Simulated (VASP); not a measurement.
Input of a VASP 6.6.1 run:

Contents of INCAR:

```
PREC = Accurate ; ENCUT = 520
EDIFF = 1E-7 ; ISMEAR = 0
SIGMA = 0.1 ; LREAL = False
LASPH = True ; NELM = 80
ALGO = Normal ; ISIF = 2
LWAVE = False ; LCHARG = True
GGA = PE ; LELF = True
LVHAR = True ; NBANDS = 17
```

KPOINTS

```
Automatic mesh
0
Gamma
  12 12 12
```

POSCAR

```
NaBe
1.0
    0.0000000000      3.2481590765      3.2481590765
    3.2481590765      0.0000000000      3.2481590765
    3.2481590765      3.2481590765      0.0000000000
Na Be
2 2
Direct
    0.0000000000      0.0000000000      0.0000000000
    0.2500000000      0.2500000000      0.2500000000
    0.5000000000      0.5000000000      0.5000000000
    0.7500000000      0.7500000000      0.7500000000
```

Potentials or basis: VASP PAW PBE potentials, release 64 (Na_pv, Be).

The run is started by

```console
$ cat potpaw_PBE.64/Na_pv/POTCAR potpaw_PBE.64/Be/POTCAR > POTCAR
$ mpirun -np 1 vasp_std > vasp.out
```

Question: Predict the pressure.

Answer: 0.0 GPa.

Question: What does it give for the band gap on the k mesh?

Answer: Zero (bands 9 and 10 overlap by 3.13 eV).
